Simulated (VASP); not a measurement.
# NaI (Fm-3m) in VASP: electric field gradients with PBE

Aim: the electric field gradients of NaI with PBE.

Everything below comes from runs of VASP 6.6.1. Logs are shortened: lines on timing, memory, paths and dates and some standing lists are left out, and cuts for length are marked.

### Step 1. The cell of the first run

The structure is cubic, space group Fm-3m (No. 225). Conventional cell: a = 6.473 Å, b = 6.473 Å, c = 6.473 Å, α = 90.00°, β = 90.00°, γ = 90.00°. Na (site symmetry m-3m) has 6 I at 3.24 Å within 4.3 Å. I (site symmetry m-3m) has 6 Na at 3.24 Å within 4.3 Å.

### Step 2. Electric field gradients, PBE, non-collinear spin, zero start, spin-orbit coupling

INCAR reads:

```
SYSTEM = NaI
PREC = Accurate
ENCUT = 520
EDIFF = 1E-8
ISMEAR = -1
SIGMA = 0.02
LREAL = .False.
LASPH = .True.
NELM = 150
ALGO = Normal
ISIF = 2
LWAVE = .False.
LCHARG = .False.
LNONCOLLINEAR = .True.
MAGMOM = 0 0 0 0 0 0
LORBIT = 11
LSORBIT = .True.
GGA_COMPAT = .False.
LORBMOM = .True.
GGA = PE
LEFG = .True.
NBANDS = 26
```

KPOINTS reads:

```
regular mesh
0
Gamma
  8 8 8
  0 0 0
```

POSCAR reads:

```
NaI
1.0
    0.0000000000      3.2364000000      3.2364000000
    3.2364000000      0.0000000000      3.2364000000
    3.2364000000      3.2364000000      0.0000000000
Na I
1 1
Direct
    0.0000000000      0.0000000000      0.0000000000
    0.5000000000      0.5000000000      0.5000000000
```

Potentials or basis: VASP PAW PBE potentials, release 64 (Na_pv, I).

Command:

```console
cat potpaw_PBE.64/Na_pv/POTCAR potpaw_PBE.64/I/POTCAR > POTCAR
mpirun -np 1 vasp_ncl > vasp.out
```

OUTCAR:

```text
SYSTEM = NaI
   PREC = Accurate
   ENCUT = 520
   EDIFF = 1E-8
   ISMEAR = -1
   LREAL = .False.
   LASPH = .True.
   NELM = 150
   ISIF = 2
   LNONCOLLINEAR = .True.
   LORBIT = 11
   LSORBIT = .True.
   GGA = PE

 ion  position               nearest neighbor table
   1  0.000  0.000  0.000-
   2  0.500  0.500  0.500-

  LATTYP: Found a face centered cubic cell.
 ALAT       =     6.4728000000

  Lattice vectors:

 A1 = (   0.0000000000,   3.2364000000,   3.2364000000)
 A2 = (   3.2364000000,   0.0000000000,   3.2364000000)
 A3 = (   3.2364000000,   3.2364000000,   0.0000000000)

Analysis of symmetry for initial positions (statically):
=====================================================================
 Subroutine PRICEL returns:
 Original cell was already a primitive cell.

 Routine SETGRP: Setting up the symmetry group for a
 face centered cubic supercell.

 Subroutine GETGRP returns: Found 48 space group operations
 (whereof 48 operations were pure point group operations)
 out of a pool of 48 trial point group operations.

The static configuration has the point symmetry O_h .

Analysis of symmetry for dynamics (positions and initial velocities):
=====================================================================
 Subroutine PRICEL returns:
 Original cell was already a primitive cell.

 Routine SETGRP: Setting up the symmetry group for a
 face centered cubic supercell.

 Subroutine GETGRP returns: Found 48 space group operations
 (whereof 48 operations were pure point group operations)
 out of a pool of 48 trial point group operations.

The dynamic configuration has the point symmetry O_h .

Analysis of structural, dynamic, and magnetic symmetry:
=====================================================================
 Subroutine PRICEL returns:
 Original cell was already a primitive cell.

 Routine SETGRP: Setting up the symmetry group for a
 face centered cubic supercell.

 Subroutine GETGRP returns: Found 48 space group operations
 (whereof 48 operations were pure point group operations)
 out of a pool of 48 trial point group operations.

The overall configuration has the point symmetry O_h .

 Subroutine INISYM returns: Found 48 space group operations
 (whereof 48 operations are pure point group operations),
 and found     1 'primitive' translations

----------------------------------------------------------------------------------------

                                     Primitive cell

  volume of cell :      67.7980

  direct lattice vectors                    reciprocal lattice vectors
     0.000000000  3.236400000  3.236400000    -0.154492646  0.154492646  0.154492646
     3.236400000  0.000000000  3.236400000     0.154492646 -0.154492646  0.154492646
     3.236400000  3.236400000  0.000000000     0.154492646  0.154492646 -0.154492646

  length of vectors
     4.576960773  4.576960773  4.576960773     0.267589113  0.267589113  0.267589113

  position of ions in fractional coordinates (direct lattice)
     0.000000000  0.000000000  0.000000000
     0.500000000  0.500000000  0.500000000

  ion indices of the primitive-cell ions
   primitive index   ion index
                 1           1
                 2           2

----------------------------------------------------------------------------------------

 KPOINTS: regular mesh

Automatic generation of k-mesh.
 Grid dimensions read from file:
 generate k-points for:    8    8    8

 Generating k-lattice:

  Cartesian coordinates                     Fractional coordinates (reciprocal lattice)
    -0.019311581  0.019311581  0.019311581     0.125000000  0.000000000  0.000000000
     0.019311581 -0.019311581  0.019311581     0.000000000  0.125000000  0.000000000
     0.019311581  0.019311581 -0.019311581     0.000000000  0.000000000  0.125000000

  Length of vectors
     0.033448639  0.033448639  0.033448639

  Shift w.r.t. Gamma in fractional coordinates (k-lattice)
     0.000000000  0.000000000  0.000000000

 Subroutine IBZKPT returns following result:
 ===========================================

 Found     29 irreducible k-points:

 Following reciprocal coordinates:
            Coordinates               Weight
  0.000000  0.000000  0.000000      1.000000
  0.125000  0.000000  0.000000      8.000000
  0.250000  0.000000  0.000000      8.000000
  0.375000  0.000000  0.000000      8.000000
  0.500000  0.000000  0.000000      4.000000
  0.125000  0.125000  0.000000      6.000000
[... 16 lines left out ...]
  0.500000  0.250000  0.125000     48.000000
 -0.375000  0.250000  0.125000     24.000000
[... 67 lines left out ...]

  energy without entropy =       -5.50815004  energy(sigma->0) =       -5.50815004

 E-fermi :   1.5789     XC(G=0):  -7.7069

 val. band max:        1.1390889967   @ k =   0.0000   0.0000   0.0000
 cond. band min:       4.4449967000   @ k =   0.0000   0.0000   0.0000
 fundamental gap:      3.3059077033
 Fermi energy:         1.5789317351

 k-point     1 :       0.0000    0.0000    0.0000
  band No.  band energies     occupation
      1     -21.7482      1.00000
      2     -21.7482      1.00000
      3     -21.5697      1.00000
      4     -21.5697      1.00000
      5     -21.5697      1.00000
      6     -21.5697      1.00000
[... 685 lines left out ...]
     25      12.2459      0.00000
     26      12.2459      0.00000

 [... further k-points ...]

------------------------ aborting loop because EDIFF is reached ----------------------------------------

  FORCE on cell =-STRESS in cart. coord.  units (eV):
  Direction    XX          YY          ZZ          XY          YZ          ZX
  --------------------------------------------------------------------------------------
  -------------------------------------------------------------------------------------
  Total        0.1946725      0.1946725      0.1946725      0.0000000      0.0000000     -0.0000000
  in kB        4.6004312      4.6004312      4.6004312      0.0000000      0.0000000     -0.0000000
  external PRESSURE =       4.6004312 kB  Pullay stress =       0.0000000 kB

 VOLUME and BASIS-vectors are now :
 -----------------------------------------------------------------------------
  energy-cutoff  :      520.00
  volume of cell :       67.80
      direct lattice vectors                 reciprocal lattice vectors
     0.000000000  3.236400000  3.236400000    -0.154492646  0.154492646  0.154492646
     3.236400000  0.000000000  3.236400000     0.154492646 -0.154492646  0.154492646
     3.236400000  3.236400000  0.000000000     0.154492646  0.154492646 -0.154492646

 POSITION                                       TOTAL-FORCE (eV/Angst)
 -----------------------------------------------------------------------------------
      0.00000      0.00000      0.00000         0.000000      0.000000      0.000000
      3.23640      3.23640      3.23640        -0.000000     -0.000000     -0.000000
 -----------------------------------------------------------------------------------
    total drift:                                0.000000      0.000000      0.000000

  FREE ENERGIE OF THE ION-ELECTRON SYSTEM (eV)
  ---------------------------------------------------
  free  energy   TOTEN  =        -5.5081500405 eV

  energy  without entropy=       -5.5081500405  energy(sigma->0) =       -5.50815004

 Electric field gradients (V/A^2)
---------------------------------------------------------------------
 ion       V_xx      V_yy      V_zz      V_xy      V_xz      V_yz
---------------------------------------------------------------------
   1      -0.000    -0.000    -0.000     0.003     0.003     0.003
   2      -0.000    -0.000    -0.000    -0.000    -0.000    -0.000
---------------------------------------------------------------------

 Electric field gradients after diagonalization (V/A^2)
 (convention: |V_zz| > |V_xx| > |V_yy|)
----------------------------------------------------------------------
 ion       V_xx      V_yy      V_zz     asymmetry (V_yy - V_xx)/ V_zz
----------------------------------------------------------------------
   1      -0.003    -0.003     0.007       0.000
   2       0.000     0.000    -0.001       0.000
----------------------------------------------------------------------

           NMR quadrupolar parameters

 Cq : quadrupolar parameter    Cq=e*Q*V_zz/h
 eta: asymmetry parameters     (V_yy - V_xx)/ V_zz
 Q  : nuclear electric quadrupole moment in mb (millibarn)
----------------------------------------------------------------------
 ion       Cq(MHz)       eta       Q (mb)
----------------------------------------------------------------------
   1       0.000       0.000       1.000
   2      -0.000       0.000       1.000
----------------------------------------------------------------------

 orbital moment (x)

 # of ion     p       d       tot
 ----------------------------------------
  1         0.000   0.000   0.000
  2        -0.000  -0.000  -0.000
 ----------------------------------------
           -0.000  -0.000  -0.000

 orbital moment (y)

 # of ion     p       d       tot
 ----------------------------------------
  1         0.000   0.000   0.000
  2        -0.000   0.000  -0.000
 ----------------------------------------
           -0.000   0.000  -0.000

 orbital moment (z)

 # of ion     p       d       tot
 ----------------------------------------
  1         0.000   0.000   0.000
  2         0.000   0.000   0.000
 ----------------------------------------
            0.000   0.000   0.000

 Spin-Orbit-Coupling matrix elements

 Ion:    1  E_soc:     -0.0007843
 l=   1
     0.0000000    -0.0001307    -0.0001307
    -0.0001307     0.0000000    -0.0001307
    -0.0001307    -0.0001307     0.0000000
 l=   2
     0.0000000     0.0000000     0.0000000     0.0000000     0.0000000
     0.0000000     0.0000000     0.0000000     0.0000000     0.0000000
     0.0000000     0.0000000     0.0000000     0.0000000     0.0000000
     0.0000000     0.0000000     0.0000000     0.0000000     0.0000000
     0.0000000     0.0000000     0.0000000     0.0000000     0.0000000
 l=   3
     0.0000000     0.0000000     0.0000000     0.0000000     0.0000000     0.0000000     0.0000000
     0.0000000     0.0000000     0.0000000     0.0000000     0.0000000     0.0000000     0.0000000
     0.0000000     0.0000000     0.0000000     0.0000000     0.0000000     0.0000000     0.0000000
     0.0000000     0.0000000     0.0000000     0.0000000     0.0000000     0.0000000     0.0000000
     0.0000000     0.0000000     0.0000000     0.0000000     0.0000000     0.0000000     0.0000000
     0.0000000     0.0000000     0.0000000     0.0000000     0.0000000     0.0000000     0.0000000
     0.0000000     0.0000000     0.0000000     0.0000000     0.0000000     0.0000000     0.0000000

 Ion:    2  E_soc:     -0.2478158
 l=   1
     0.0000000    -0.0412917    -0.0412917
    -0.0412917     0.0000000    -0.0412917
    -0.0412917    -0.0412917     0.0000000
 l=   2
     0.0000000    -0.0000022     0.0000000    -0.0000022    -0.0000087
    -0.0000022     0.0000000    -0.0000065    -0.0000022    -0.0000022
     0.0000000    -0.0000065     0.0000000    -0.0000065     0.0000000
    -0.0000022    -0.0000022    -0.0000065     0.0000000    -0.0000022
    -0.0000087    -0.0000022     0.0000000    -0.0000022     0.0000000
 l=   3
     0.0000000     0.0000000     0.0000000     0.0000000     0.0000000     0.0000000     0.0000000
     0.0000000     0.0000000     0.0000000     0.0000000     0.0000000     0.0000000     0.0000000
     0.0000000     0.0000000     0.0000000     0.0000000     0.0000000     0.0000000     0.0000000
     0.0000000     0.0000000     0.0000000     0.0000000     0.0000000     0.0000000     0.0000000
     0.0000000     0.0000000     0.0000000     0.0000000     0.0000000     0.0000000     0.0000000
     0.0000000     0.0000000     0.0000000     0.0000000     0.0000000     0.0000000     0.0000000
     0.0000000     0.0000000     0.0000000     0.0000000     0.0000000     0.0000000     0.0000000

 total charge

# of ion       s       p       d       tot
------------------------------------------
    1        0.043   5.972   0.000   6.014
    2        1.494   2.853   0.003   4.350
--------------------------------------------------
tot          1.537   8.825   0.003  10.364

 magnetization (x)

# of ion       s       p       d       tot
------------------------------------------
    1        0.000   0.000   0.000   0.000
    2       -0.000   0.000   0.000  -0.000
--------------------------------------------------
tot         -0.000   0.000   0.000  -0.000

 magnetization (y)

# of ion       s       p       d       tot
------------------------------------------
    1        0.000  -0.000   0.000  -0.000
    2        0.000   0.000   0.000   0.000
--------------------------------------------------
tot          0.000  -0.000   0.000   0.000

 magnetization (z)

# of ion       s       p       d       tot
------------------------------------------
    1        0.000   0.000   0.000   0.000
    2        0.000  -0.000   0.000   0.000
--------------------------------------------------
tot          0.000  -0.000   0.000   0.000
```

It took 79 s on 1 thread of Intel Xeon Platinum 8488C (Sapphire Rapids), shared host; peak memory 0.42 GiB.

Results:

- Free energy: -5.5082 eV
- Pressure: 0.5 GPa
- Net moment: 0.00 μB per cell
- Largest electric field gradient by atom: zero within the noise of the run
- Valence electrons inside the program's atomic spheres: Na 6.01; I 4.35

Moments on the atoms (μB; x, y, z):
```
Na  0.00 0.00 0.00
I   0.00 0.00 0.00
```
